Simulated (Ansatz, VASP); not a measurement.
# NbTe4Mo: VASP beside Ansatz

The input INCAR:

```
PREC = Accurate
ENCUT = 600
EDIFF = 1E-6
ISMEAR = 0
SIGMA = 0.1
LREAL = F
LASPH = T
NELM = 100
ALGO = Normal
ISIF = 3
LWAVE = F
LCHARG = F
GGA = PE
IBRION = 2
NSW = 90
EDIFFG = -0.04
```

File KPOINTS:

```
regular mesh
0
Gamma
  6 6 2
```

File POSCAR:

```
NbTe4Mo
1.0
    3.7281216500      0.0000000000      0.0000000000
   -1.8640608200      3.2286480600      0.0000000000
    0.0000000000      0.0000000000     14.3259585100
Nb Te Mo
1 4 1
Direct
    0.0000000000      0.0000000000      0.0000000000
    0.6666666700      0.3333333300      0.3728161200
    0.6666666700      0.3333333300      0.8728161200
    0.3333333300      0.6666666700      0.1271838800
    0.3333333300      0.6666666700      0.6271838800
    0.0000000000      0.0000000000      0.5000000000
```

Input for Ansatz:

```yaml
crystal:
  lattice:
    - [3.72812165, 0.0, 0.0]
    - [-1.86406082, 3.22864806, 0.0]
    - [0.0, 0.0, 14.32595851]
  atoms:
    - { symbol: Nb, position: [0.0, 0.0, 0.0] }
    - { symbol: Te, position: [0.66666667, 0.33333333, 0.37281612] }
    - { symbol: Te, position: [0.66666667, 0.33333333, 0.87281612] }
    - { symbol: Te, position: [0.33333333, 0.66666667, 0.12718388] }
    - { symbol: Te, position: [0.33333333, 0.66666667, 0.62718388] }
    - { symbol: Mo, position: [0.0, 0.0, 0.5] }
basis:
  ecutwfc: 420
kpoints:
  mp_grid: { grid: [6, 6, 2] }
hamiltonian:
  xc: pbe
scf:
  occupations: { method: gaussian, width: 0.1 }
  lower_state_search: "off"
output:
  forces: true
  stress: true
  eigenvalues: true
relax:
  adjacent_minimum: "off"
  f_tol: 0.04
  max_steps: 70
  cell: { stress_tol: 0.4 }
```

Alike in both runs: task relaxation of cell and atoms; functional PBE; k mesh 6 × 6 × 2; occupations gaussian, width 0.1 eV; no spin polarisation.

|  | VASP | Ansatz |
| --- | --- | --- |
| version | VASP 6.6.1 | Ansatz 0.2.0 |
| potentials or method | VASP PAW PBE potentials, release 64 (Nb_sv, Te, Mo_sv), cutoff 600 eV | scalar-relativistic, plane waves, PAW |
| valence electrons in the cell | 51 | 91 |

|  | VASP | Ansatz | Ansatz less VASP |
| --- | --- | --- | --- |
| gap on the k mesh at the Fermi level, each at its own relaxed structure (eV) | none | none | - |
| relaxed volume (Å³/atom) | 27.76 | 28.16 | +0.404 |
| relaxed cell length with the largest relative difference (Å) | 14.898 | 15.122 | +0.2243 |

A gap of «none» marks a metal or a gap that the smearing closes. VASP's potentials hold 51 valence electrons a cell and Ansatz's 91, so a difference there can come from the potentials and not from the codes.

Neither program's run includes spin-orbit coupling.
